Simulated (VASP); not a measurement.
# MgSi3N2 (P-6m2) in VASP: notebook, part 2 of 2

VASP 6.6.1.

## (3) Relaxation of cell and atoms, PBE

INCAR

```
ALGO = Normal
EDIFF = 1E-6
EDIFFG = -0.04
ENCUT = 600
GGA = PE
IBRION = 2
ISIF = 3
ISMEAR = 0
LASPH = T
LCHARG = F
LREAL = F
LWAVE = F
NELM = 80
NSW = 90
PREC = Accurate
SIGMA = 0.1
```

KPOINTS

```
k-points
0
Gamma
  6 6 4
```

POSCAR

```
MgSi3N2
1.0
    5.2575524988      0.0000000000      0.0000000000
   -2.6287762494      4.5531740257      0.0000000000
    0.0000000000      0.0000000000      4.8875668081
Mg Si N
1 3 2
Direct
    0.6666666667      0.3333333333      0.0000000000
    0.6666666667      0.3333333333      0.5000000000
    0.0000000000      0.0000000000      0.0000000000
    0.0000000000      0.0000000000      0.5000000000
    0.3333333333      0.6666666667      0.1143402026
    0.3333333333      0.6666666667      0.8856597974
```

Potentials or basis: VASP PAW PBE potentials, release 64 (Mg, Si, N).

Started as:

```
> cat potpaw_PBE.64/Mg/POTCAR potpaw_PBE.64/Si/POTCAR potpaw_PBE.64/N/POTCAR > POTCAR
> mpirun -np 1 vasp_std > vasp.out
```

OUTCAR:

```text
EDIFF = 1E-6
   EDIFFG = -0.04
   ENCUT = 600
   GGA = PE
   IBRION = 2
   ISIF = 3
   ISMEAR = 0
   LASPH = T
   LREAL = F
   NELM = 80
   NSW = 90
   PREC = Accurate

 ion  position               nearest neighbor table
   1  0.667  0.333  0.000-   2 2.44   2 2.44   3 3.04   3 3.04   3 3.04
   2  0.667  0.333  0.500-   1 2.44   1 2.44   4 3.04   4 3.04   4 3.04
   3  0.000  0.000  0.000-   4 2.44   4 2.44   1 3.04   1 3.04   1 3.04
   4  0.000  0.000  0.500-   3 2.44   3 2.44   2 3.04   2 3.04   2 3.04
   5  0.333  0.667  0.114-   6 1.12
   6  0.333  0.667  0.886-   5 1.12

  LATTYP: Found a hexagonal cell.
 ALAT       =     5.2575524988
 C/A-ratio  =     0.9296277706

  Lattice vectors:

 A1 = (   5.2575524988,   0.0000000000,   0.0000000000)
 A2 = (  -2.6287762494,   4.5531740257,   0.0000000000)
 A3 = (   0.0000000000,   0.0000000000,   4.8875668081)

[... 296 lines left out ...]
  energy  without entropy=      -29.5402028719  energy(sigma->0) =      -29.54435770

[... ionic steps 4 to 11 ...]

--------------------------------------- Ionic step       12  -------------------------------------------

 number of electron      24.0000005 magnetization

------------------------ aborting loop because EDIFF is reached ----------------------------------------
[... 75 lines left out ...]
--------------------------------------- Ionic step       14  -------------------------------------------

 number of electron      24.0000004 magnetization

 Free energy of the ion-electron system (eV)
  ---------------------------------------------------
  ext. energy  EPLUGINS =         0.00000000
  ---------------------------------------------------
  free energy    TOTEN  =       -29.65381362 eV

  energy without entropy =      -29.64170482  energy(sigma->0) =      -29.64775922

 E-fermi :   3.9569     XC(G=0):  -9.0754

 val. band max:        3.8956642368   @ k =   0.5000   0.0000   0.2500
 cond. band min:       4.0385551318   @ k =   0.3333   0.0000   0.2500
 fundamental gap:      0.1428908950
 Fermi energy:         3.9568749549

 k-point     1 :       0.0000    0.0000    0.0000
  band No.  band energies     occupation
      1     -19.9995      2.00000
      2      -6.0492      2.00000
      3      -5.7867      2.00000
      4      -3.9012      2.00000
      5      -3.9012      2.00000
      6      -2.0504      2.00000
[... 421 lines left out ...]
  FREE ENERGIE OF THE ION-ELECTRON SYSTEM (eV)
  ---------------------------------------------------
  free  energy   TOTEN  =       -29.6538136235 eV

  energy  without entropy=      -29.6417048153  energy(sigma->0) =      -29.64775922

 reached required accuracy - stopping structural energy minimisation
```

OSZICAR:

```text
N       E                     dE             d eps       ncg     rms          rms(c)
DAV:   1     0.993722399901E+02    0.99372E+02   -0.10799E+04   672   0.137E+03
DAV:   2    -0.206046995745E+02   -0.11998E+03   -0.11869E+03   920   0.217E+02
DAV:   3    -0.304374607715E+02   -0.98328E+01   -0.97698E+01   976   0.729E+01
[... 119 lines left out ...]
DAV:   3    -0.296539903210E+02    0.13997E-02   -0.34649E-03   920   0.371E-01    0.843E-02
DAV:   4    -0.296538127216E+02    0.17760E-03   -0.54110E-04   848   0.131E-01    0.268E-02
DAV:   5    -0.296538110940E+02    0.16276E-05   -0.55446E-05   976   0.465E-02    0.117E-02
DAV:   6    -0.296538127877E+02   -0.16936E-05   -0.63866E-06   880   0.167E-02    0.498E-03
DAV:   7    -0.296538136235E+02   -0.83579E-06   -0.11050E-06   352   0.741E-03
  14 F= -.29653814E+02 E0= -.29647759E+02  d E =-.367178E-02
```

CONTCAR:

```text
MgSi3N2
   1.00000000000000
     5.0925942186959583   -0.0000000000000000   -0.0000000000000000
    -2.5462971093479791    4.4103159645644929    0.0000000000000000
    -0.0000000000000000    0.0000000000000000    5.0720085746974712
  Mg              Si              N
     1     3     2
Direct
     0.6666666667000030    0.3333333332999970    0.0000000000000000
     0.6666666667000030    0.3333333332999970    0.5000000000000000
     0.0000000000000000    0.0000000000000000    0.0000000000000000
     0.0000000000000000    0.0000000000000000    0.5000000000000000
     0.3333333332999970    0.6666666667000030    0.1118737964389856
     0.3333333332999970    0.6666666667000030    0.8881262035610142

  0.00000000E+00  0.00000000E+00  0.00000000E+00
  0.00000000E+00  0.00000000E+00  0.00000000E+00
  0.00000000E+00  0.00000000E+00  0.00000000E+00
  0.00000000E+00  0.00000000E+00  0.00000000E+00
  0.00000000E+00  0.00000000E+00  0.00000000E+00
  0.00000000E+00  0.00000000E+00  0.00000000E+00
```

Run time: 2.8 min. Hardware: 1 thread of Intel Xeon 6975P-C (Granite Rapids), shared host; peak memory 0.29 GiB.

What came out:

* Free energy: -29.6538 eV
* Relaxed volume: 18.99 Å³/atom
* Relaxed cell: a = 5.093 Å, b = 5.093 Å, c = 5.072 Å, α = 90.00°, β = 90.00°, γ = 120.00°
* Space group after relaxing (to 0.1 Å): P-6m2 (No. 187)
* Energy gained by relaxing: 20.7 meV/atom
* Ionic steps: 14
* Pressure after relaxing: 0.1 GPa
* Largest force after relaxing: 0.025 eV/Å
* Band gap on the k mesh: zero (bands 12 and 13 overlap by 1.44 eV)

Forces on the atoms (eV/Å):
```
Mg   0.000  0.000  0.000
Si   0.000  0.000  0.000
Si   0.000  0.000  0.000
Si   0.000  0.000  0.000
N    0.000  0.000  0.025
N    0.000  0.000 -0.025
```

Stress tensor (GPa, compression positive):
```
0.01 0.00 0.00
0.00 0.01 0.00
0.00 0.00 0.21
```

Step by step:
| step | energy change (eV) | largest force (eV/Å) | pressure (GPa) | volume (Å³) |
| --- | --- | --- | --- | --- |
| 1 | 0.0000 | 1.5740 | 2.24 | 117.00 |
| 2 | 1.3465 | 10.2070 | -9.69 | 121.54 |
| 3 | -0.0186 | 1.9530 | -0.20 | 117.50 |
| 4 | -0.0219 | 1.3641 | 0.24 | 117.38 |
| 5 | -0.0222 | 1.1392 | 0.41 | 117.34 |
| 6 | -0.1056 | 0.2123 | -0.99 | 119.33 |
| 7 | -0.1056 | 0.2003 | -1.01 | 119.35 |
| 8 | -0.0893 | 2.5199 | 1.01 | 117.58 |
| 9 | -0.1074 | 0.4095 | -0.55 | 118.92 |
| 10 | -0.1120 | 0.3062 | -0.42 | 118.06 |
| 11 | -0.1197 | 0.0191 | -0.01 | 115.48 |
| 12 | -0.1203 | 0.0743 | 0.14 | 114.60 |
| 13 | -0.1218 | 0.0497 | 0.13 | 114.43 |
| 14 | -0.1239 | 0.0246 | 0.08 | 113.92 |

Final structure:
```
Mg Si N
1.0
     5.09259    0.00000    0.00000
    -2.54630    4.41032    0.00000
     0.00000    0.00000    5.07201
Mg Si N
1 3 2
Direct
  0.66667 0.33333 0.00000
  0.66667 0.33333 0.50000
  0.00000 0.00000 0.00000
  0.00000 0.00000 0.50000
  0.33333 0.66667 0.11187
  0.33333 0.66667 0.88813
```

Levels at points of the mesh, in eV from the Fermi level:
```
           k point  band 10  band 11  band 12  band 13  band 14  band 15
(0.00, 0.00, 0.00)    -2.41    -2.41    -0.06     1.12     1.12     1.27
(0.50, 0.00, 0.00)    -2.45    -1.31    -0.91     0.13     0.97     1.27
(0.00, 0.00, 0.50)    -1.50    -1.50    -0.74    -0.74     0.27     0.27
(0.50, 0.00, 0.50)    -2.34    -0.34    -0.22     1.02     1.40     1.79
```

Caveat: the standard files for N, O and F lose accuracy on very short bonds.
